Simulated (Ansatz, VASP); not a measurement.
# Sr in VASP and in Ansatz

INCAR

```
SYSTEM = Sr
ALGO = Normal ; EDIFF = 1E-6
ENCUT = 520 ; GGA = PE
ISIF = 2 ; ISMEAR = -1
LASPH = .True. ; LCHARG = .False.
LREAL = .False. ; LWAVE = .False.
NBANDS = 17 ; NELM = 100
PREC = Accurate ; SIGMA = 0.1
```

File KPOINTS:

```
k-points
0
Gamma
  12 12 12
  0 0 0
```

POSCAR

```
Sr
1.0
   -3.1505069573      3.1505069573      1.6932251815
    3.1505069573     -3.1505069573      1.6932251815
    3.1505069573      3.1505069573     -1.6932251815
Sr
2
Direct
   -0.3750000000     -0.1250000000     -0.2500000000
    0.3750000000      0.1250000000      0.2500000000
```

Input for Ansatz:

```yaml
crystal:
  lattice:
    - [-3.1505069573, 3.1505069573, 1.6932251815]
    - [3.1505069573, -3.1505069573, 1.6932251815]
    - [3.1505069573, 3.1505069573, -1.6932251815]
  atoms:
    - { symbol: Sr, position: [-0.375, -0.125, -0.25] }
    - { symbol: Sr, position: [0.375, 0.125, 0.25] }
kpoints:
  mp_grid: { grid: [12, 12, 12] }
scf:
  occupations: { method: fermi_dirac, width: 0.1 }
hamiltonian:
  xc: pbe
  pseudopotentials: { kind: all_electron, lapw: { basis_error: 0.001 } }
output:
  forces: true
  stress: true
  eigenvalues: true
  populations: true
```

Change from the starting cell: volume scaled by 0.6, LAPW.

Alike in both runs: task single point; functional PBE; k mesh 12 × 12 × 12; occupations fermi-dirac, width 0.1 eV; no spin polarisation.

|  | VASP | Ansatz |
| --- | --- | --- |
| version | VASP 6.6.1 | Ansatz 0.2.0 |
| potentials or method | VASP PAW PBE potentials, release 64 (Sr_sv), cutoff 520 eV | all-electron LAPW, scalar-relativistic |

Ansatz gave:

```
pressure (GPa)                                                : 9.9
traceless stress, the component that is largest in VASP (GPa) : 0.34
```

Which values does VASP return?

Pressure (GPa): 10.0; traceless stress, the component that is largest in VASP (GPa): 0.33.

Ansatz ran all-electron here, and VASP with PAW potentials.
